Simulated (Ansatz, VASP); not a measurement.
**InGaAs2: VASP beside Ansatz**

```xyz
4
Lattice="3.9759 0.0000 0.0000 0.0000 3.9759 0.0000 0.0000 0.0000 6.7327" Properties=species:S:1:pos:R:3 pbc="T T T"
In    0.0000    0.0000    3.3664
Ga    1.9879    1.9879    0.0000
As    1.9879    0.0000    5.1739
As    0.0000    1.9879    1.5588
```

Alike in both runs: task single point; functional r2SCAN; k mesh 10 × 10 × 6; occupations gaussian, width 0.03 eV; no spin polarisation.

```csv
,VASP,Ansatz
version,VASP 6.6.1,Ansatz 0.2.0
potentials or method,"VASP PAW PBE potentials, release 64 (In_d, Ga_d, As), cutoff 520 eV","scalar-relativistic, plane waves, PAW"
valence electrons in the cell,36,56
```

```csv
,VASP,Ansatz,Ansatz less VASP
gap on the k mesh at the Fermi level (eV),none,none,-
pressure (GPa),-2.7,-2.7,-0.01
"traceless stress, the component that is largest in VASP (GPa)",-7.44,-7.44,+0.001
rms of the force components (eV/Å),0.028,0.030,+0.0016
```

VASP's potentials were made for PBE, not for r2SCAN. Atom by atom the forces differ by 0.002 eV/Å (rms over components). A gap of «none» marks a metal or a gap that the smearing closes. With one functional, cell and mesh, what is left measures potentials, basis and numerics. VASP's potentials hold 36 valence electrons a cell and Ansatz's 56, so a difference there can come from the potentials and not from the codes.
